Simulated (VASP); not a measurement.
# GaCo (Pm-3m) in VASP: notebook

GaCo is run at these levels: PBE; tasks: single point, relaxation of cell and atoms.

Everything below comes from runs of VASP 6.6.1. Logs are shortened: lines on timing, memory, paths and dates and some standing lists are left out, and cuts for length are marked.

## 1. The cell of the first run

Symmetry: Pm-3m, No. 221, cubic system. Conventional cell: a = 2.882 Å, b = 2.882 Å, c = 2.882 Å, α = 90.00°, β = 90.00°, γ = 90.00°. Within 3.3 Å of Ga (site symmetry m-3m) lie 8 Co at 2.50 Å and 6 Ga at 2.88 Å. Within 3.3 Å of Co (site symmetry m-3m) lie 8 Ga at 2.50 Å and 6 Co at 2.88 Å.

## 2. Single point, PBE, collinear spin, ferromagnetic start

The input, INCAR:

```
ALGO     = Normal         # electronic algorithm
EDIFF    = 1E-6           # SCF threshold, eV
ENCUT    = 520            # plane-wave cutoff, eV
GGA      = PE             # functional
ISIF     = 2              # what is computed and relaxed
ISMEAR   = 0              # smearing method
ISPIN    = 2              # spin polarisation
LASPH    = True           # aspherical terms in the spheres
LCHARG   = False          # write CHGCAR
LMAXMIX  = 4              # l up to which the mixer works
LORBIT   = 11             # projections on sites
LREAL    = False          # projectors in reciprocal space
LWAVE    = False          # write WAVECAR
MAGMOM   = 0 0.32         # initial moments
NBANDS   = 22             # bands
NELM     = 150            # most SCF steps
PREC     = Accurate       # precision mode
SIGMA    = 0.1            # smearing width, eV
```

The input, KPOINTS:

```
k-points
0
Gamma
  14 14 14
```

The input, POSCAR:

```
GaCo
1.0
    2.8817644530      0.0000000000      0.0000000000
    0.0000000000      2.8817644530      0.0000000000
    0.0000000000      0.0000000000      2.8817644530
Ga Co
1 1
Direct
    0.5000000000      0.5000000000      0.5000000000
    0.0000000000      0.0000000000      0.0000000000
```

Potentials or basis: VASP PAW PBE potentials, release 64 (Ga_d, Co).

Run with:

```console
$ cat potpaw_PBE.64/Ga_d/POTCAR potpaw_PBE.64/Co/POTCAR > POTCAR
$ mpirun -np 1 vasp_std > vasp.out
```

OUTCAR:

```text
EDIFF = 1E-6
   ENCUT = 520
   GGA = PE
   ISIF = 2
   ISMEAR = 0
   ISPIN = 2
   LASPH = True
   LORBIT = 11
   LREAL = False
   NELM = 150
   PREC = Accurate

 ion  position               nearest neighbor table
   1  0.500  0.500  0.500-   2 2.50   2 2.50   2 2.50   2 2.50   2 2.50   2 2.50   2 2.50   2 2.50

   2  0.000  0.000  0.000-   1 2.50   1 2.50   1 2.50   1 2.50   1 2.50   1 2.50   1 2.50   1 2.50

  LATTYP: Found a simple cubic cell.
 ALAT       =     2.8817644530

  Lattice vectors:

 A1 = (   2.8817644530,   0.0000000000,   0.0000000000)
 A2 = (   0.0000000000,   2.8817644530,   0.0000000000)
 A3 = (   0.0000000000,   0.0000000000,   2.8817644530)

Analysis of symmetry for initial positions (statically):
=====================================================================
 Subroutine PRICEL returns:
 Original cell was already a primitive cell.

 Routine SETGRP: Setting up the symmetry group for a
 simple cubic supercell.

 Subroutine GETGRP returns: Found 48 space group operations
 (whereof 48 operations were pure point group operations)
 out of a pool of 48 trial point group operations.

The static configuration has the point symmetry O_h .

Analysis of symmetry for dynamics (positions and initial velocities):
=====================================================================
 Subroutine PRICEL returns:
 Original cell was already a primitive cell.

 Routine SETGRP: Setting up the symmetry group for a
 simple cubic supercell.

 Subroutine GETGRP returns: Found 48 space group operations
 (whereof 48 operations were pure point group operations)
 out of a pool of 48 trial point group operations.

The dynamic configuration has the point symmetry O_h .

Analysis of structural, dynamic, and magnetic symmetry:
=====================================================================
 Subroutine PRICEL returns:
 Original cell was already a primitive cell.

 Routine SETGRP: Setting up the symmetry group for a
 simple cubic supercell.

 Subroutine GETGRP returns: Found 48 space group operations
 (whereof 48 operations were pure point group operations)
 out of a pool of 48 trial point group operations.

The overall configuration has the point symmetry O_h .

 Subroutine INISYM returns: Found 48 space group operations
 (whereof 48 operations are pure point group operations),
 and found     1 'primitive' translations

----------------------------------------------------------------------------------------

                                     Primitive cell

  volume of cell :      23.9318

  direct lattice vectors                    reciprocal lattice vectors
     2.881764453  0.000000000  0.000000000     0.347009624  0.000000000  0.000000000
     0.000000000  2.881764453  0.000000000     0.000000000  0.347009624  0.000000000
     0.000000000  0.000000000  2.881764453     0.000000000  0.000000000  0.347009624

  length of vectors
     2.881764453  2.881764453  2.881764453     0.347009624  0.347009624  0.347009624

  position of ions in fractional coordinates (direct lattice)
     0.500000000  0.500000000  0.500000000
     0.000000000  0.000000000  0.000000000

  ion indices of the primitive-cell ions
   primitive index   ion index
                 1           1
                 2           2

----------------------------------------------------------------------------------------

 KPOINTS: k-points

Automatic generation of k-mesh.
 Grid dimensions read from file:
 generate k-points for:   14   14   14

 Generating k-lattice:

  Cartesian coordinates                     Fractional coordinates (reciprocal lattice)
     0.024786402  0.000000000  0.000000000     0.071428571  0.000000000  0.000000000
     0.000000000  0.024786402  0.000000000     0.000000000  0.071428571  0.000000000
     0.000000000  0.000000000  0.024786402     0.000000000  0.000000000  0.071428571

  Length of vectors
     0.024786402  0.024786402  0.024786402

  Shift w.r.t. Gamma in fractional coordinates (k-lattice)
     0.000000000  0.000000000  0.000000000

 Subroutine IBZKPT returns following result:
 ===========================================

 Found    120 irreducible k-points:

 Following reciprocal coordinates:
            Coordinates               Weight
  0.000000  0.000000  0.000000      1.000000
  0.071429  0.000000  0.000000      6.000000
  0.142857  0.000000  0.000000      6.000000
  0.214286  0.000000  0.000000      6.000000
  0.285714  0.000000  0.000000      6.000000
  0.357143  0.000000  0.000000      6.000000
[... 16 lines left out ...]
  0.285714  0.214286  0.000000     24.000000
  0.357143  0.214286  0.000000     24.000000
 [... further k-points ...]
   k-points           NKPTS =    120   k-points in BZ     NKDIM =    120   number of bands    NBANDS=     22
   number of dos      NEDOS =    301   number of ions     NIONS =      2
   total plane-waves  NPLWV =  13824
   dimension x,y,z NGX =    24 NGY =   24 NGZ =   24
[... 87 lines left out ...]
      2      -5.4211      1.00000
      3      -5.0968      1.00000
      4      -5.0968      1.00000
      5      -5.0908      1.00000
      6      -2.2114      1.00000
[... 14 lines left out ...]
     21      33.7414      0.00000
     22      34.1032      0.00000

 k-point     3 :       0.1429    0.0000    0.0000
  band No.  band energies     occupation
      1      -5.4244      1.00000
      2      -5.3841      1.00000
      3      -5.1104      1.00000
      4      -5.1104      1.00000
      5      -5.0877      1.00000
      6      -1.9227      1.00000
[... 14 lines left out ...]
     21      31.9254      0.00000
     22      34.0217      0.00000
[... 476 lines left out ...]
 k-point    23 :       0.2857    0.2143    0.0000
  band No.  band energies     occupation
      1      -5.3475      1.00000
      2      -5.2263      1.00000
      3      -5.2012      1.00000
      4      -5.1539      1.00000
      5      -5.1234      1.00000
      6       0.0378      1.00000
[... 14 lines left out ...]
     21      30.5209      0.00000
     22      32.3291      0.00000

 k-point    24 :       0.3571    0.2143    0.0000
  band No.  band energies     occupation
      1      -5.3366      1.00000
      2      -5.2560      1.00000
      3      -5.1749      1.00000
      4      -5.1504      1.00000
      5      -5.1231      1.00000
      6       0.8338      1.00000
[... 14 lines left out ...]
     21      31.9326      0.00000
     22      33.6716      0.00000

 [... further k-points ...]

 spin component 2

 k-point     1 :       0.0000    0.0000    0.0000
  band No.  band energies     occupation
      1      -5.4356      1.00000
      2      -5.4356      1.00000
      3      -5.0929      1.00000
      4      -5.0929      1.00000
      5      -5.0929      1.00000
      6      -2.3119      1.00000
[... 14 lines left out ...]
     21      34.9766      0.00000
     22      34.9766      0.00000

 k-point     2 :       0.0714    0.0000    0.0000
  band No.  band energies     occupation
      1      -5.4329      1.00000
      2      -5.4221      1.00000
      3      -5.0977      1.00000
      4      -5.0977      1.00000
      5      -5.0918      1.00000
      6      -2.2158      1.00000
[... 14 lines left out ...]
     21      33.7507      0.00000
     22      34.1098      0.00000

 k-point     3 :       0.1429    0.0000    0.0000
  band No.  band energies     occupation
      1      -5.4254      1.00000
      2      -5.3851      1.00000
      3      -5.1114      1.00000
      4      -5.1114      1.00000
      5      -5.0887      1.00000
      6      -1.9271      1.00000
[... 14 lines left out ...]
     21      31.9333      0.00000
     22      34.0221      0.00000
[... 476 lines left out ...]
 k-point    23 :       0.2857    0.2143    0.0000
  band No.  band energies     occupation
      1      -5.3486      1.00000
      2      -5.2273      1.00000
      3      -5.2022      1.00000
      4      -5.1549      1.00000
      5      -5.1244      1.00000
      6       0.0336      1.00000
[... 14 lines left out ...]
     21      30.5234      0.00000
     22      32.3359      0.00000

 k-point    24 :       0.3571    0.2143    0.0000
  band No.  band energies     occupation
      1      -5.3377      1.00000
      2      -5.2570      1.00000
      3      -5.1759      1.00000
      4      -5.1514      1.00000
      5      -5.1241      1.00000
      6       0.8298      1.00000
[... 14 lines left out ...]
     21      31.9348      0.00000
     22      33.6755      0.00000

 [... further k-points ...]

------------------------ aborting loop because EDIFF is reached ----------------------------------------

  FORCE on cell =-STRESS in cart. coord.  units (eV):
  Direction    XX          YY          ZZ          XY          YZ          ZX
  --------------------------------------------------------------------------------------
  -------------------------------------------------------------------------------------
  Total        0.0324943      0.0324943      0.0324943      0.0000000      0.0000000     -0.0000000
  in kB        2.1754181      2.1754181      2.1754181      0.0000000      0.0000000     -0.0000000
  external PRESSURE =       2.1754181 kB  Pullay stress =       0.0000000 kB

 VOLUME and BASIS-vectors are now :
 -----------------------------------------------------------------------------
  energy-cutoff  :      520.00
  volume of cell :       23.93
      direct lattice vectors                 reciprocal lattice vectors
     2.881764453  0.000000000  0.000000000     0.347009624  0.000000000  0.000000000
     0.000000000  2.881764453  0.000000000     0.000000000  0.347009624  0.000000000
     0.000000000  0.000000000  2.881764453     0.000000000  0.000000000  0.347009624

 POSITION                                       TOTAL-FORCE (eV/Angst)
 -----------------------------------------------------------------------------------
      1.44088      1.44088      1.44088         0.000000      0.000000      0.000000
      0.00000      0.00000      0.00000         0.000000      0.000000      0.000000
 -----------------------------------------------------------------------------------
    total drift:                                0.000000      0.000000     -0.000000

  FREE ENERGIE OF THE ION-ELECTRON SYSTEM (eV)
  ---------------------------------------------------
  free  energy   TOTEN  =       -10.4807850073 eV

  energy  without entropy=      -10.4737516926  energy(sigma->0) =      -10.47726835

 total charge

# of ion       s       p       d       tot
------------------------------------------
    1        0.847   0.883  10.050  11.780
    2        0.386   0.449   7.511   8.347
--------------------------------------------------
tot          1.232   1.332  17.562  20.126

 magnetization (x)

# of ion       s       p       d       tot
------------------------------------------
    1       -0.001  -0.001  -0.001  -0.004
    2        0.001  -0.001   0.072   0.071
--------------------------------------------------
tot         -0.000  -0.003   0.070   0.068
```

Wall time 46 s (1 thread of Intel Xeon Platinum 8488C (Sapphire Rapids), shared host); peak memory 0.22 GiB.

What came out:

* Free energy: -10.4808 eV
* Pressure: 0.2 GPa
* Net moment: 0.06 μB per cell
* Site moments: Ga -0.00; Co +0.07 μB
* Valence electrons inside the program's atomic spheres: Ga 11.78; Co 8.35

## 3. Relaxation of cell and atoms, PBE, collinear spin, ferromagnetic start

This run uses another cell than the first one, of 11.92 Å³/atom, 0.996 times its volume.

The input, INCAR:

```
SYSTEM = GaCo
PREC = Accurate
ENCUT = 600
EDIFF = 1E-6
ISMEAR = 0
SIGMA = 0.1
LREAL = .False.
LASPH = .True.
NELM = 150
ALGO = Normal
ISIF = 3
LWAVE = .False.
LCHARG = .False.
ISPIN = 2
MAGMOM = 0 0.32
LORBIT = 11
LMAXMIX = 4
GGA = PE
IBRION = 2
NSW = 100
EDIFFG = -0.005
```

The input, KPOINTS:

```
regular mesh
0
Gamma
  14 14 14
  0 0 0
```

The input, POSCAR:

```
GaCo
1.0
    2.8780000000      0.0000000000      0.0000000000
    0.0000000000      2.8780000000      0.0000000000
    0.0000000000      0.0000000000      2.8780000000
Ga Co
1 1
Direct
    0.5000000000      0.5000000000      0.5000000000
    0.0000000000      0.0000000000      0.0000000000
```

Potentials or basis: VASP PAW PBE potentials, release 64 (Ga_d, Co).

Run with:

```console
$ cat potpaw_PBE.64/Ga_d/POTCAR potpaw_PBE.64/Co/POTCAR > POTCAR
$ mpirun -np 1 vasp_std > vasp.out
```

Wall time 79 s (1 thread of Intel Xeon Platinum 8488C (Sapphire Rapids), shared host); peak memory 0.22 GiB.

Results (log left out):

- Free energy: -10.4804 eV
- Relaxed volume: 11.98 Å³/atom
- Relaxed cell: a = 2.883 Å, b = 2.883 Å, c = 2.883 Å, α = 90.00°, β = 90.00°, γ = 90.00°
- Space group after relaxing (to 0.05 Å): Pm-3m (No. 221)
- Energy gained by relaxing: 0.1 meV/atom
- Ionic steps: 3
- Pressure after relaxing: 0.0 GPa
- Net moment: 0.08 μB per cell
- Site moments: Ga -0.00; Co +0.09 μB
- Valence electrons inside the program's atomic spheres: Ga 11.78; Co 8.35

The path:
| step | energy change (eV) | largest force (eV/Å) | pressure (GPa) | volume (Å³) |
| --- | --- | --- | --- | --- |
| 1 | 0.0000 | 0.0000 | 0.82 | 23.84 |
| 2 | -0.0001 | 0.0000 | -0.72 | 24.05 |
| 3 | -0.0003 | 0.0000 | 0.04 | 23.95 |

Final structure:
```cif
data_structure
_symmetry_space_group_name_H-M 'P 1'
_symmetry_Int_Tables_number 1
_cell_length_a 2.8826
_cell_length_b 2.8826
_cell_length_c 2.8826
_cell_angle_alpha 90.000
_cell_angle_beta 90.000
_cell_angle_gamma 90.000
_cell_volume 23.95
loop_
_atom_site_label
_atom_site_type_symbol
_atom_site_fract_x
_atom_site_fract_y
_atom_site_fract_z
_atom_site_occupancy
Ga1 Ga 0.50000 0.50000 0.50000 1
Co1 Co 0.00000 0.00000 0.00000 1
```

Levels at points of the mesh, in eV from the Fermi level:
Spin up:
```csv
k point,band 7,band 8,band 9,band 10,band 11,band 12,band 13,band 14,band 15
"(0.00, 0.00, 0.00)",-2.59,-2.59,-0.76,-0.76,-0.76,5.18,5.18,5.18,10.99
"(0.50, 0.00, 0.00)",-6.85,-2.37,-1.76,-1.76,-0.76,0.03,10.58,10.58,11.59
"(0.50, 0.50, 0.00)",-3.11,-3.11,-2.50,-1.25,-1.25,-0.32,2.20,3.12,11.50
"(0.50, 0.50, 0.50)",-4.08,-4.08,-0.29,-0.29,0.62,3.83,3.83,3.83,4.74
```
Spin down:
| k point | band 8 | band 9 | band 10 | band 11 | band 12 | band 13 | band 14 | band 15 |
| --- | --- | --- | --- | --- | --- | --- | --- | --- |
| (0.00, 0.00, 0.00) | -2.48 | -0.71 | -0.71 | -0.71 | 5.18 | 5.18 | 5.18 | 11.02 |
| (0.50, 0.00, 0.00) | -2.24 | -1.72 | -1.72 | -0.70 | 0.17 | 10.59 | 10.59 | 11.58 |
| (0.50, 0.50, 0.00) | -3.12 | -2.41 | -1.20 | -1.20 | -0.17 | 2.24 | 3.17 | 11.49 |
| (0.50, 0.50, 0.50) | -4.06 | -0.13 | -0.13 | 0.61 | 3.83 | 3.83 | 3.83 | 4.76 |

PBE usually gives volumes a little too large and moduli too small. Zero-point motion and thermal expansion aren't in these numbers.

## 4. Single point, PBE, collinear spin, ferromagnetic start

This run uses another cell than the first one, of 11.92 Å³/atom, 0.996 times its volume.

The input, INCAR:

```
ALGO = Normal
EDIFF = 1E-6
ENCUT = 520
GGA = PE
ISIF = 2
ISMEAR = 0
ISPIN = 2
LASPH = T
LCHARG = F
LMAXMIX = 4
LORBIT = 11
LREAL = F
LWAVE = F
MAGMOM = 0 3
NBANDS = 22
NELM = 150
PREC = Accurate
SIGMA = 0.1
```

The input, KPOINTS:

```
k-points
0
Gamma
  6 6 6
```

POSCAR is that of step 3.

Run with:

```console
$ cat potpaw_PBE.64/Ga_d/POTCAR potpaw_PBE.64/Co/POTCAR > POTCAR
$ mpirun -np 1 vasp_std > vasp.out
```

Wall time 14 s (1 thread of Intel Xeon Platinum 8488C (Sapphire Rapids), shared host); peak memory 0.15 GiB.

The run converged. Its results:

| Property | Result |
| --- | --- |
| Free energy | -10.4903 eV |
| Pressure | 1.2 GPa |
| Net moment | 0.24 μB per cell |
| Site moments | Ga -0.02; Co +0.28 μB |
| Valence electrons inside the program's atomic spheres | Ga 11.79; Co 8.35 |

Levels at points of the mesh, in eV from the Fermi level:
Spin up:
```tsv
k point	band 7	band 8	band 9	band 10	band 11	band 12	band 13	band 14	band 15	band 16
(0.00, 0.00, 0.00)	-2.64	-2.64	-0.73	-0.73	-0.73	5.33	5.33	5.33	11.11	11.11
(0.50, 0.00, 0.00)	-6.76	-2.43	-1.72	-1.72	-0.72	-0.04	10.75	10.75	11.76	12.76
(0.50, 0.50, 0.00)	-3.00	-3.00	-2.53	-1.21	-1.21	-0.41	2.29	3.18	11.69	15.30
(0.50, 0.50, 0.50)	-4.02	-4.02	-0.38	-0.38	0.79	3.97	3.97	3.97	4.84	4.84
```
Spin down:
| k point | band 9 | band 10 | band 11 | band 12 | band 13 | band 14 |
| --- | --- | --- | --- | --- | --- | --- |
| (0.00, 0.00, 0.00) | -0.56 | -0.56 | -0.56 | 5.31 | 5.31 | 5.31 |
| (0.50, 0.00, 0.00) | -1.58 | -1.58 | -0.56 | 0.44 | 10.75 | 10.75 |
| (0.50, 0.50, 0.00) | -2.21 | -1.06 | -1.06 | 0.11 | 2.41 | 3.37 |
| (0.50, 0.50, 0.50) | 0.14 | 0.14 | 0.76 | 3.95 | 3.95 | 3.95 |

Caveat: the k points lie up to 0.36 Å⁻¹ apart.

## 5. The runs side by side

```tsv
task	cell	k mesh	cutoff (eV)	gap on the mesh (eV)	pressure (GPa)	moment (μB)
single point	a = 2.882 Å, 2 atoms	14 × 14 × 14	520	none	0.2	0.06
relaxation of cell and atoms	relaxed from a = 2.878 Å, 2 atoms	14 × 14 × 14	600	none	0.0	0.08
single point	a = 2.878 Å, 2 atoms	6 × 6 × 6	520	none	1.2	0.24
```

Alike in all rows: level PBE; potentials or basis VASP PAW PBE potentials, release 64 (Ga_d, Co); spin collinear, ferromagnetic start; smearing gaussian 0.1 eV.

Caveats: some runs use coarse meshes.

Total energies depend on the potentials used, so only differences within one code and one set of settings carry meaning.
